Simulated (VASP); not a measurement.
The system is BaZrO2.

```
Ba Zr O
1.0
     2.09912    1.21193    5.27857
    -2.09912    1.21193    5.27857
     0.00000   -2.42385    5.27857
Ba Zr O
1 1 2
Direct
  0.50000 0.50000 0.50000
  0.00000 0.00000 0.00000
  0.14915 0.14915 0.14915
  0.85085 0.85085 0.85085
```

The cell was built from a structure type or drawn by symmetry, and may not be a known phase.

```yaml
Program: VASP 6.6.1
Task: relaxation of cell and atoms
Functional: PBE
Potentials_or_basis: VASP PAW PBE potentials, release 64 (Ba_sv, Zr_sv, O)
Cutoff: 600 eV
k_mesh: 6 × 6 × 6
Occupations: gaussian, width 0.1 eV
Spin: no spin polarisation
```

At the start: pressure 8.3 GPa; volume 20.14 Å³/atom.

Task: How do energy, volume and symmetry change on relaxing?

Result: Over 32 steps the energy falls by 1541.7 meV/atom and the volume is 22.91 Å³/atom (+13.7 %); space group R-3m (No. 166, to 0.1 Å) before and after.

Step by step:
```
step  energy change (eV)  largest force (eV/Å)  pressure (GPa)  volume (Å³)
   1              0.0000                5.1723            8.28        80.57
   2             -3.2113                2.7118           10.68        91.19
   3             -3.5545                1.2104            4.81        89.29
   4             -3.5576                0.8626            5.31        89.51
   5             -3.8758                2.1197           -2.12        99.99
   6             -3.8916                2.3622           -3.51       102.66
   7             -4.1024                1.7492           -3.23       105.37
   8             -4.3447                0.2586           -2.20       110.41
   9             -3.9317                4.6618            2.59       120.80
  10             -4.3602                0.8677           -0.97       112.49
  11             -4.4835                0.8138           -1.62       114.15
  12             -4.7550                0.9495           -3.03       118.94
  13             -4.7256                2.2586           -4.43       127.63
  14             -4.8201                1.8294           -3.50       123.73
  15             -5.1140                0.4281           -5.87       121.58
  16             -5.3055                1.0462           -8.56       118.33
  17             -5.5894                0.8898           -7.49       112.34
  18             -6.1105                0.5960           -1.64        95.35
  19             -6.1272                0.5901            1.09        90.82
  20             -6.1300                0.5875            0.29        92.03
  21             -6.1389                0.3740            0.47        92.12
  22             -6.1468                0.1271            0.92        92.32
  23             -6.1522                0.1058            0.54        92.60
  24             -6.1597                0.0471           -0.59        93.44
  25             -6.1597                0.0426           -0.66        93.51
  26             -6.1614                0.0125           -0.62        93.28
  27             -6.1650                0.0781           -0.46        92.59
  28             -6.1646                0.2584           -0.11        91.21
  29             -6.1661                0.1602           -0.31        91.95
  30             -6.1667                0.0017            0.31        91.43
  31             -6.1668                0.0484            0.12        91.58
  32             -6.1670                0.0303            0.10        91.63
```

Final structure:
```yaml
crystal:
  lattice:
    - [1.97912, 1.14264, 6.75330]
    - [-1.97912, 1.14264, 6.75330]
    - [0.00000, -2.28529, 6.75330]
  atoms:
    - { symbol: Ba, position: [0.50000, 0.50000, 0.50000] }
    - { symbol: Zr, position: [0.00000, 0.00000, 0.00000] }
    - { symbol: O, position: [0.09717, 0.09717, 0.09717] }
    - { symbol: O, position: [0.90283, 0.90283, 0.90283] }
```

Caveat: a cell axis changed by over 15 % at a fixed basis, so the end point is rough.
